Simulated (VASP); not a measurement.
AlN: single point with PBE

The system is AlN.

```
Al N
1.0
     0.05826    2.24314    2.24314
     2.24314    0.05826    2.24314
     2.24314    2.24314    0.05826
Al N
1 1
Direct
  0.00129 0.00129 0.00129
  0.24871 0.24871 0.24871
```

This cell differs from its parent crystal: strain along [111] +4.0%.

```yaml
Program: VASP 6.6.1
Task: single point
Functional: PBE
Potentials_or_basis: VASP PAW PBE potentials, release 64 (Al, N)
Cutoff: 520 eV
k_mesh: 10 × 10 × 10
Occupations: fermi-dirac, width 0.02 eV
Spin: no spin polarisation
Dipole_correction: no
Further_INCAR_settings: ALGO = Normal; EDIFF = 1e-06; NBANDS = 11
```

- Pressure: -3.2 GPa
- Largest force: 0.029 eV/Å
- Band gap on the k mesh: 3.17 eV (least direct gap 3.69 eV)

Forces on the atoms (eV/Å):
```
Al   0.017  0.017  0.017
N   -0.017 -0.017 -0.017
```

Stress tensor (GPa, compression positive):
```
-3.23 -4.78 -4.78
-4.78 -3.23 -4.78
-4.78 -4.78 -3.23
```

Levels at points of the mesh, in eV from the valence-band top:
```csv
k point,band 1,band 2,band 3,band 4,band 5,band 6,band 7,band 8
"(0.00, 0.00, 0.00)",-14.86,-0.30,0.00,0.00,3.69,11.47,12.39,12.39
"(0.50, 0.00, 0.00)",-12.88,-5.74,-0.71,-0.55,6.78,9.41,10.51,10.88
"(0.50, 0.50, 0.00)",-12.32,-4.88,-2.00,-1.66,3.17,8.29,13.24,15.11
"(0.50, 0.50, 0.50)",-13.07,-5.94,-0.40,-0.40,7.24,9.42,11.21,11.21
```

Run time: 6.8 s on 1 thread of Intel(R) Xeon(R) 6975P-C (Granite Rapids) (shared host), peak memory 0.15 GiB.

Caveat: the cell differs from its parent crystal (strain along [111] +4.0%); the cell stands under tension. A k mesh can miss the band edges.
